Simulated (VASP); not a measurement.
Runs of VASP 6.6.1 on Ge. The structure is that of space group P6_3/mmc (No. 194), or close to it. The cells are those of the table. 

```tsv
cell	gap on the mesh (eV)	pressure (GPa)	largest force (eV/Å)
a = 3.997, b = 3.997, c = 6.693 Å, angles 90.0, 90.0, 120.0°, 4 atoms	-	(b)	0.14
a = 4.058, b = 4.058, c = 6.592 Å, angles 90.0, 90.0, 120.0°, 4 atoms	none	0.9	0.14
a = 3.936, b = 3.936, c = 6.893 Å, angles 90.0, 90.0, 120.0°, 4 atoms	none	2.4	0.47
a = 4.058, b = 4.058, c = 6.492 Å, angles 90.0, 90.0, 120.0°, 4 atoms	none	(a)	0.31
```

Alike in all rows: task single point; level PBE; potentials or basis VASP PAW PBE potentials, release 64 (Ge_d); no spin polarisation; k mesh 12 × 12 × 8; cutoff (eV) 520; smearing gaussian 0.15 eV.

Problem. Fill in the values left out.

Solution. (a) 2.0; (b) 1.9.

A k mesh can miss the band edges, and the runs leave out spin-orbit coupling on Ge.

A gap of «none» marks levels without a gap at the run's occupations.
